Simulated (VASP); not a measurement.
Here is a VASP 6.6.1 calculation.

The input INCAR:

```
SYSTEM = Ba5HfO2
ALGO = Normal
EDIFF = 1E-6
ENCUT = 520
GGA = PE
ISIF = 2
ISMEAR = 0
LASPH = .TRUE.
LCHARG = .FALSE.
LREAL = .FALSE.
LWAVE = .FALSE.
NBANDS = 46
NELM = 80
PREC = Accurate
SIGMA = 0.1
```

The input KPOINTS:

```
k-points
0
G
  12 12 2
  0 0 0
```

Contents of POSCAR:

```
Ba5HfO2
1.0
    3.9188918477      0.0000000000      0.0000000000
   -1.9594459238      3.3938598948      0.0000000000
    0.0000000000      0.0000000000     19.9938644849
Ba Hf O
5 1 2
Direct
    0.0000000000      0.0000000000      0.5000000000
    0.6666666667      0.3333333333      0.3438254198
    0.3333333333      0.6666666667      0.6561745802
    0.3333333333      0.6666666667      0.1362248073
    0.6666666667      0.3333333333      0.8637751927
    0.0000000000      0.0000000000      0.0000000000
    0.6666666667      0.3333333333      0.5861206028
    0.3333333333      0.6666666667      0.4138793972
```

Potentials or basis: VASP PAW PBE potentials, release 64 (Ba_sv, Hf_pv, O).

Run with:

```bash
$ cat potpaw_PBE.64/Ba_sv/POTCAR potpaw_PBE.64/Hf_pv/POTCAR potpaw_PBE.64/O/POTCAR > POTCAR
$ mpirun -np 1 vasp_std > vasp.out
```

Question: Predict the pressure.

Answer: 0.7 GPa.

Question: Estimate the largest force.

Answer: 0.182 eV/Å.

Forces on the atoms (eV/Å):
```
Ba   0.000  0.000  0.000
Ba   0.000  0.000 -0.182
Ba   0.000  0.000  0.182
Ba   0.000  0.000  0.040
Ba   0.000  0.000 -0.040
Hf   0.000  0.000  0.000
O    0.000  0.000 -0.066
O    0.000  0.000  0.066
```
